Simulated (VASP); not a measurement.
# Rb2H3 (P-3m1) in VASP: a series of runs

The runs below take Rb2H3 through single point, with PBE.

Everything below comes from runs of VASP 6.6.1. Logs are shortened: lines on timing, memory, paths and dates and some standing lists are left out, and cuts for length are marked.

## Step 1: The cell of the first run

The structure is trigonal, space group P-3m1 (No. 164). Conventional cell: a = 4.175 Å, b = 4.175 Å, c = 6.496 Å, α = 90.00°, β = 90.00°, γ = 120.00°. Within 3.3 Å of Rb (site symmetry 3m) lie 7 H at 2.51 to 2.89 Å. Within 3.8 Å of H (site symmetry -3m) lie 6 Rb at 2.89 Å and 6 H at 3.34 Å. H (site symmetry 3m) has 4 Rb at 2.51 to 2.60 Å and 6 H at 3.06 to 3.34 Å within 3.4 Å.

## Step 2: Single point, PBE

The input, INCAR:

```
ALGO     = Normal         # electronic algorithm
EDIFF    = 1E-6           # SCF threshold, eV
ENCUT    = 520            # plane-wave cutoff, eV
GGA      = PE             # functional
ISIF     = 2              # what is computed and relaxed
ISMEAR   = 0              # smearing method
LASPH    = T              # aspherical terms in the spheres
LCHARG   = F              # write CHGCAR
LREAL    = F              # projectors in reciprocal space
LWAVE    = F              # write WAVECAR
NBANDS   = 18             # bands
NELM     = 60             # most SCF steps
PREC     = Accurate       # precision mode
SIGMA    = 0.1            # smearing width, eV
```

The input, KPOINTS:

```
k-points
0
Gamma
  6 6 4
```

The input, POSCAR:

```
Rb2H3
1.0
    4.1751550318      0.0000000000      0.0000000000
   -2.0875775159      3.6157903223      0.0000000000
    0.0000000000      0.0000000000      6.4958630317
Rb H
2 3
Direct
    0.3333333333      0.6666666667      0.2450000000
    0.6666666667      0.3333333333      0.7550000000
    0.0000000000      0.0000000000      0.0000000000
    0.3333333333      0.6666666667      0.6450000000
    0.6666666667      0.3333333333      0.3550000000
```

Potentials or basis: VASP PAW PBE potentials, release 64 (Rb_sv, H).

Launch:

```console
cat potpaw_PBE.64/Rb_sv/POTCAR potpaw_PBE.64/H/POTCAR > POTCAR
mpirun -np 1 vasp_std > vasp.out
```

OUTCAR:

```text
EDIFF = 1E-6
   ENCUT = 520
   GGA = PE
   ISIF = 2
   ISMEAR = 0
   LASPH = T
   LREAL = F
   NELM = 60
   PREC = Accurate

 ion  position               nearest neighbor table
   1  0.333  0.667  0.245-   5 2.51   5 2.51   5 2.51   4 2.60   3 2.89   3 2.89   3 2.89   2 3.99
                             2 3.99   2 3.99   2 4.10   2 4.10   2 4.10   2 5.78   2 5.78   2 5.78
   2  0.667  0.333  0.755-   4 2.51   4 2.51   4 2.51   5 2.60   3 2.89   3 2.89   3 2.89   1 3.99
                             1 3.99   1 3.99   1 4.10   1 4.10   1 4.10   1 5.78   1 5.78   1 5.78
   3  0.000  0.000  0.000-   1 2.89   2 2.89   2 2.89   1 2.89   2 2.89   1 2.89
   4  0.333  0.667  0.645-   2 2.51   2 2.51   2 2.51   1 2.60
   5  0.667  0.333  0.355-   1 2.51   1 2.51   1 2.51   2 2.60

  LATTYP: Found a hexagonal cell.
 ALAT       =     4.1751550318
 C/A-ratio  =     1.5558375634

  Lattice vectors:

 A1 = (   4.1751550318,   0.0000000000,   0.0000000000)
 A2 = (  -2.0875775159,   3.6157903223,   0.0000000000)
 A3 = (   0.0000000000,   0.0000000000,   6.4958630317)

Analysis of symmetry for initial positions (statically):
=====================================================================
 Subroutine PRICEL returns:
 Original cell was already a primitive cell.

 Routine SETGRP: Setting up the symmetry group for a
 hexagonal supercell.

 Subroutine GETGRP returns: Found 12 space group operations
 (whereof 12 operations were pure point group operations)
 out of a pool of 24 trial point group operations.

The static configuration has the point symmetry D_3d.

Analysis of symmetry for dynamics (positions and initial velocities):
=====================================================================
 Subroutine PRICEL returns:
 Original cell was already a primitive cell.

 Routine SETGRP: Setting up the symmetry group for a
 hexagonal supercell.

 Subroutine GETGRP returns: Found 12 space group operations
 (whereof 12 operations were pure point group operations)
 out of a pool of 24 trial point group operations.

The dynamic configuration has the point symmetry D_3d.

 Subroutine INISYM returns: Found 12 space group operations
 (whereof 12 operations are pure point group operations),
 and found     1 'primitive' translations

----------------------------------------------------------------------------------------

                                     Primitive cell

  volume of cell :      98.0647

  direct lattice vectors                    reciprocal lattice vectors
     4.175155032  0.000000000  0.000000000     0.239512064  0.138282355  0.000000000
    -2.087577516  3.615790322  0.000000000     0.000000000  0.276564709  0.000000000
     0.000000000  0.000000000  6.495863032     0.000000000  0.000000000  0.153944133

  length of vectors
     4.175155032  4.175155032  6.495863032     0.276564709  0.276564709  0.153944133

  position of ions in fractional coordinates (direct lattice)
     0.333333333  0.666666667  0.245000000
     0.666666667  0.333333333  0.755000000
     0.000000000  0.000000000  0.000000000
     0.333333333  0.666666667  0.645000000
     0.666666667  0.333333333  0.355000000

  ion indices of the primitive-cell ions
   primitive index   ion index
                 1           1
                 2           2
                 3           3
                 4           4
                 5           5

----------------------------------------------------------------------------------------

 KPOINTS: k-points

Automatic generation of k-mesh.
 Grid dimensions read from file:
 generate k-points for:    6    6    4

 Generating k-lattice:

  Cartesian coordinates                     Fractional coordinates (reciprocal lattice)
     0.039918677  0.023047059  0.000000000     0.166666667  0.000000000  0.000000000
     0.000000000  0.046094118  0.000000000     0.000000000  0.166666667  0.000000000
     0.000000000  0.000000000  0.038486033     0.000000000  0.000000000  0.250000000

  Length of vectors
     0.046094118  0.046094118  0.038486033

  Shift w.r.t. Gamma in fractional coordinates (k-lattice)
     0.000000000  0.000000000  0.000000000

 Subroutine IBZKPT returns following result:
 ===========================================

 Found     24 irreducible k-points:

 Following reciprocal coordinates:
            Coordinates               Weight
  0.000000  0.000000  0.000000      1.000000
  0.166667  0.000000  0.000000      6.000000
  0.333333  0.000000  0.000000      6.000000
  0.500000  0.000000  0.000000      3.000000
  0.166667  0.166667  0.000000      6.000000
  0.333333  0.166667  0.000000     12.000000
[... 16 lines left out ...]
  0.333333  0.166667  0.500000     12.000000
  0.333333  0.333333  0.500000      2.000000
   k-points           NKPTS =     24   k-points in BZ     NKDIM =     24   number of bands    NBANDS=     18
   number of dos      NEDOS =    301   number of ions     NIONS =      5
   total plane-waves  NPLWV =  49152
   dimension x,y,z NGX =    32 NGY =   32 NGZ =   48
   dimension x,y,z NGXF=    64 NGYF=   64 NGZF=   96
   ions per type =               2   3
   NGX,Y,Z   is equivalent  to a cutoff of  12.74, 12.74, 12.28 a.u.
   NGXF,Y,Z  is equivalent  to a cutoff of  25.48, 25.48, 24.57 a.u.
 SYSTEM =  unknown system
   PREC   = accura    normal or accurate (medium, high low for compatibility)
   ISTART =      0    job   : 0-new  1-cont  2-samecut
   ICHARG =      2    charge: 1-file 2-atom 10-const
   ISPIN  =      1    spin polarized calculation?
   LNONCOLLINEAR =      F non collinear calculations
   LSORBIT =      F    spin-orbit coupling
   LASPH  =      T    aspherical Exc in radial PAW
   ENCUT  =  520.0 eV  38.22 Ry    6.18 a.u.   7.76  7.76 12.08*2*pi/ulx,y,z
   NELM   =     60;   NELMIN=  2; NELMDL= -5     # of ELM steps
   EDIFF  = 0.1E-05   stopping-criterion for ELM
   LREAL  =      F    real-space projection
   EDIFFG = 0.1E-04   stopping-criterion for IOM
   NSW    =      0    number of steps for IOM
   IBRION =     -1    ionic relax: 0-MD 1-quasi-New 2-CG
   NFREE  =      0    steps in history (QN), initial steepest desc. (CG)
   ISIF   =      2    stress and relaxation
   ISYM   =      2    0-nonsym 1-usesym 2-fastsym
   POTIM  = 0.5000    time-step for ionic-motion
   TEBEG  =    0.0;   TEEND  =   0.0 temperature during run
   PSTRESS=    0.0 pullay stress
   NELECT =      21.0000    total number of electrons
   NUPDOWN=      -1.0000    fix difference up-down
   EMIN   =  10.00;   EMAX   =-10.00  energy-range for DOS
   EFERMI =   0.00;   METHOD = LEGACY
   ISMEAR =     0;   SIGMA  =   0.10  broadening in eV -4-tet -1-fermi 0-gaus
   EFERMI_NEDOS =   21; number of points for ismear=-14 and -15
   IALGO  =     38    algorithm
   IMIX   =      4    mixing-type and parameters
     AMIX     =   0.40;   BMIX     =  1.00
     AMIX_MAG =   1.60;   BMIX_MAG =  1.00
  volume/ion in A,a.u.               =      19.61       132.35
  Fermi-wavevector in a.u.,A,eV,Ry     =   0.979438  1.850870 13.052057  0.959299
  Thomas-Fermi vector in A             =   2.110291
   LORBIT       =      0    0 simple, 1 ext, 2 COOP (PROOUT), +10 PAW based schemes
   GGA     = PE    functional components
   LHFCALC =     F    Hartree Fock is set to
   AEXX    =    0.0000 exact exchange contribution
   IVDW    =     0    specifies the selected vdW correction
   LEPSILON=     F    determine dielectric tensor
   LRPA    =     F    only Hartree local field effects (RPA)
 non-spin polarized calculation
 Gauss-broadening in eV      SIGMA  =   0.10
  energy-cutoff  :      520.00
  volume of cell :       98.06
 maximum number of plane-waves:      2659
 NGX is ok and might be reduce to    32
   NGX = 15   NGY = 15   NGZ = 25

 number of electron      20.9999998 magnetization

 Free energy of the ion-electron system (eV)
  ---------------------------------------------------
  ext. energy  EPLUGINS =         0.00000000
  ---------------------------------------------------
  free energy    TOTEN  =        -9.80105839 eV

  energy without entropy =       -9.76900876  energy(sigma->0) =       -9.78503357

 E-fermi :  -1.2297     XC(G=0):  -7.6251

 val. band max:       -1.2567896805   @ k =   0.3333   0.0000   0.2500
 cond. band min:      -1.2247138175   @ k =   0.3333   0.0000   0.0000
 fundamental gap:      0.0320758630
 Fermi energy:        -1.2296804059

 k-point     1 :       0.0000    0.0000    0.0000
  band No.  band energies     occupation
      1     -26.4018      2.00000
      2     -26.3206      2.00000
      3     -11.0663      2.00000
      4     -10.3513      2.00000
      5     -10.3513      2.00000
      6     -10.2448      2.00000
[... 10 lines left out ...]
     17       6.4347      0.00000
     18       6.8364      0.00000

 k-point     2 :       0.1667    0.0000    0.0000
  band No.  band energies     occupation
      1     -26.3874      2.00000
      2     -26.3158      2.00000
      3     -10.9946      2.00000
      4     -10.5059      2.00000
      5     -10.4081      2.00000
      6     -10.3925      2.00000
[... 10 lines left out ...]
     17       6.6432      0.00000
     18       7.0475      0.00000

 k-point     3 :       0.3333    0.0000    0.0000
  band No.  band energies     occupation
      1     -26.3557      2.00000
      2     -26.3091      2.00000
      3     -10.8242      2.00000
      4     -10.8158      2.00000
      5     -10.6703      2.00000
      6     -10.4670      2.00000
[... 10 lines left out ...]
     17       7.3811      0.00000
     18       7.7051      0.00000

 k-point     4 :       0.5000    0.0000    0.0000
  band No.  band energies     occupation
      1     -26.3358      2.00000
      2     -26.3096      2.00000
      3     -10.9638      2.00000
      4     -10.8060      2.00000
      5     -10.6737      2.00000
      6     -10.5019      2.00000
[... 10 lines left out ...]
     17       7.7693      0.00000
     18       8.6123      0.00000

 k-point     5 :       0.1667    0.1667    0.0000
  band No.  band energies     occupation
      1     -26.3642      2.00000
      2     -26.3102      2.00000
      3     -10.8710      2.00000
      4     -10.6643      2.00000
      5     -10.6609      2.00000
      6     -10.4449      2.00000
[... 10 lines left out ...]
     17       7.1248      0.00000
     18       7.4318      0.00000

 k-point     6 :       0.3333    0.1667    0.0000
  band No.  band energies     occupation
      1     -26.3361      2.00000
      2     -26.3094      2.00000
      3     -10.8785      2.00000
      4     -10.7663      2.00000
      5     -10.6832      2.00000
      6     -10.5697      2.00000
[... 307 lines left out ...]
 k-point    21 :       0.5000    0.0000    0.5000
  band No.  band energies     occupation
      1     -26.3238      2.00000
      2     -26.3216      2.00000
      3     -11.0563      2.00000
      4     -10.9845      2.00000
      5     -10.4188      2.00000
      6     -10.4071      2.00000
[... 10 lines left out ...]
     17       7.6187      0.00000
     18       7.9883      0.00000

 k-point    22 :       0.1667    0.1667    0.5000
  band No.  band energies     occupation
      1     -26.3398      2.00000
      2     -26.3347      2.00000
      3     -10.8584      2.00000
      4     -10.8304      2.00000
      5     -10.4457      2.00000
      6     -10.4185      2.00000
[... 10 lines left out ...]
     17       7.8531      0.00000
     18       8.0648      0.00000

 k-point    23 :       0.3333    0.1667    0.5000
  band No.  band energies     occupation
      1     -26.3239      2.00000
      2     -26.3215      2.00000
      3     -10.9846      2.00000
      4     -10.9406      2.00000
      5     -10.5395      2.00000
      6     -10.5018      2.00000
[... 10 lines left out ...]
     17       8.1103      0.00000
     18       8.5637      0.00000

 k-point    24 :       0.3333    0.3333    0.5000
  band No.  band energies     occupation
      1     -26.3178      2.00000
      2     -26.3178      2.00000
      3     -10.9289      2.00000
      4     -10.9289      2.00000
      5     -10.6803      2.00000
      6     -10.6074      2.00000
[... 10 lines left out ...]
     17       7.9787      0.00000
     18       7.9787      0.00000

------------------------ aborting loop because EDIFF is reached ----------------------------------------

  FORCE on cell =-STRESS in cart. coord.  units (eV):
  Direction    XX          YY          ZZ          XY          YZ          ZX
  --------------------------------------------------------------------------------------
  -------------------------------------------------------------------------------------
  Total        3.4081776      3.4081776      2.6259693      0.0000000      0.0000000      0.0000000
  in kB       55.6826752     55.6826752     42.9029857      0.0000000      0.0000000      0.0000000
  external PRESSURE =      51.4227787 kB  Pullay stress =       0.0000000 kB

 VOLUME and BASIS-vectors are now :
 -----------------------------------------------------------------------------
  energy-cutoff  :      520.00
  volume of cell :       98.06
      direct lattice vectors                 reciprocal lattice vectors
     4.175155032  0.000000000  0.000000000     0.239512064  0.138282355  0.000000000
    -2.087577516  3.615790322  0.000000000     0.000000000  0.276564709  0.000000000
     0.000000000  0.000000000  6.495863032     0.000000000  0.000000000  0.153944133

 POSITION                                       TOTAL-FORCE (eV/Angst)
 -----------------------------------------------------------------------------------
     -0.00000      2.41053      1.59149         0.000000     -0.000000     -0.579318
      2.08758      1.20526      4.90438        -0.000000      0.000000      0.579318
      0.00000      0.00000      0.00000         0.000000      0.000000      0.000000
     -0.00000      2.41053      4.18983        -0.000000      0.000000     -0.012735
      2.08758      1.20526      2.30603         0.000000      0.000000      0.012735
 -----------------------------------------------------------------------------------
    total drift:                               -0.000000      0.000000      0.000000

  FREE ENERGIE OF THE ION-ELECTRON SYSTEM (eV)
  ---------------------------------------------------
  free  energy   TOTEN  =        -9.8010583859 eV

  energy  without entropy=       -9.7690087611  energy(sigma->0) =       -9.78503357
```

Wall time 20 s (1 thread of Intel Xeon 6975P-C (Granite Rapids), shared host); peak memory 0.22 GiB.

Results:

- Free energy: -9.8011 eV
- Pressure: 5.1 GPa
- Largest force: 0.579 eV/Å
- Band gap on the k mesh: zero (an odd number of electrons rules out a gap without spin polarisation)

Forces in eV/Å, atoms in the order of the input:
```
Rb   0.000  0.000 -0.579
Rb   0.000  0.000  0.579
H    0.000  0.000  0.000
H    0.000  0.000 -0.013
H    0.000  0.000  0.013
```

Levels at points of the mesh, in eV from the Fermi level:
```csv
k point,band 7,band 8,band 9,band 10,band 11,band 12,band 13,band 14
"(0.00, 0.00, 0.00)",-9.02,-9.00,-2.36,-0.61,0.38,6.89,6.89,7.26
"(0.50, 0.00, 0.00)",-9.20,-9.08,-0.68,-0.52,0.09,4.49,5.52,6.83
"(0.00, 0.00, 0.50)",-9.06,-9.06,-1.50,-1.35,0.42,5.74,6.73,6.73
"(0.50, 0.00, 0.50)",-9.17,-9.17,-0.95,-0.05,0.14,3.67,5.80,6.20
```

Caveat: the cell stands under pressure; an odd number of electrons without spin polarisation forces a metal; a magnetic or distorted state may lie lower.

(Part 1 of 2 ends here.)

The gap in the log of VASP goes by the Fermi energy; the results here count the filled bands.